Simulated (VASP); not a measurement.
Here is a VASP 6.6.1 calculation.

The input INCAR:

```
SYSTEM = LiNbO3
  ALGO = Normal
  EDIFF = 1E-7
  ENCUT = 520
  GGA = PE
  ISIF = 2
  ISMEAR = 0
  LASPH = .TRUE.
  LCHARG = .FALSE.
  LREAL = .FALSE.
  LWAVE = .FALSE.
  NBANDS = 45
  NELM = 60
  PREC = Accurate
  SIGMA = 0.05
```

File KPOINTS:

```
k-points
0
G
  6 6 6
  0 0 0
```

The input POSCAR:

```
LiNbO3
1.0
    2.6509569258      1.5305306947      4.5485118933
   -2.6509569258      1.5305306947      4.5485118933
    0.0000000000     -3.0610613894      4.5485118933
Li Nb O
2 2 6
Direct
    0.2815913687      0.2815913687      0.2815913687
    0.7815913687      0.7815913687      0.7815913687
    0.0004900497      0.0004900497      0.0004900497
    0.5004900497      0.5004900497      0.5004900497
    0.1104619503      0.3580262714      0.7211003599
    0.7211003599      0.1104619503      0.3580262714
    0.3580262714      0.7211003599      0.1104619503
    0.2211003599      0.8580262714      0.6104619503
    0.8580262714      0.6104619503      0.2211003599
    0.6104619503      0.2211003599      0.8580262714
```

Potentials or basis: VASP PAW PBE potentials, release 64 (Li_sv, Nb_sv, O).

Command:

```bash
$ cat potpaw_PBE.64/Li_sv/POTCAR potpaw_PBE.64/Nb_sv/POTCAR potpaw_PBE.64/O/POTCAR > POTCAR
$ mpirun -np 1 vasp_std > vasp.out
```

(1) Predict the largest force.

(2) Estimate the band gap on the k mesh.

## Answers

(1) 0.354 eV/Å.

(2) 3.42 eV, indirect (least direct gap 3.49 eV).
